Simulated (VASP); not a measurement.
**MnS: single point with PBE+U**

Crystal: MnS.

```
CELL_PARAMETERS angstrom
3.97600 0.00000 0.00000
-1.98800 3.44332 0.00000
0.00000 0.00000 6.43200
ATOMIC_POSITIONS crystal
Mn 0.33333 0.66667 0.00000
Mn 0.66667 0.33333 0.50000
S 0.33333 0.66667 0.38500
S 0.66667 0.33333 0.88500
```

```yaml
Program: VASP 6.6.1
Task: single point
Functional: PBE
Potentials_or_basis: VASP PAW PBE potentials, release 64 (Mn_sv, S)
Cutoff: 600 eV
k_mesh: 6 × 6 × 3
Occupations: gaussian, width 0.05 eV
Spin: collinear spin, ferromagnetic start
Starting_moments: "[4.86, 4.86, 0.26, 0.26] μB"
Fixed_moment: 11 μB
Hubbard_terms: Mn d U = 5.0 eV
```

```json
{
  "Pressure": "9.1 GPa",
  "Largest force": "0.040 eV/Å",
  "Net moment": "11.00 μB per cell",
  "Site moments": "Mn +4.51; S +0.20 μB",
  "Valence electrons inside the program's atomic spheres": "Mn 12.86; S 3.78"
}
```

Forces on the atoms (eV/Å):
```
Mn   0.000  0.000  0.040
Mn   0.000  0.000  0.040
S    0.000  0.000 -0.040
S    0.000  0.000 -0.040
```

Stress tensor (GPa, compression positive):
```
10.22  0.00  0.00
 0.00 10.22  0.00
 0.00  0.00  6.71
```

Eigenvalues of the final occupation matrices:
| site | spin | trace | eigenvalues |
| --- | --- | --- | --- |
| site 1 d | 1 | 4.57 | 0.91 0.91 0.91 0.91 0.92 |
| site 1 d | 2 | 0.12 | 0.01 0.01 0.03 0.04 0.04 |
| site 2 d | 1 | 4.57 | 0.91 0.91 0.91 0.91 0.92 |
| site 2 d | 2 | 0.12 | 0.01 0.01 0.03 0.04 0.04 |

Wall time 74 s on 1 thread of Intel(R) Xeon(R) 6975P-C (Granite Rapids), with other jobs on the host, peak memory 0.29 GiB.

Caveat: the cell stands under pressure; the total moment is fixed, so each spin has its own Fermi level; only a ferromagnetic start was run, and an antiferromagnetic order may lie lower in energy. The state reached can hang on the start; a lower one may exist.
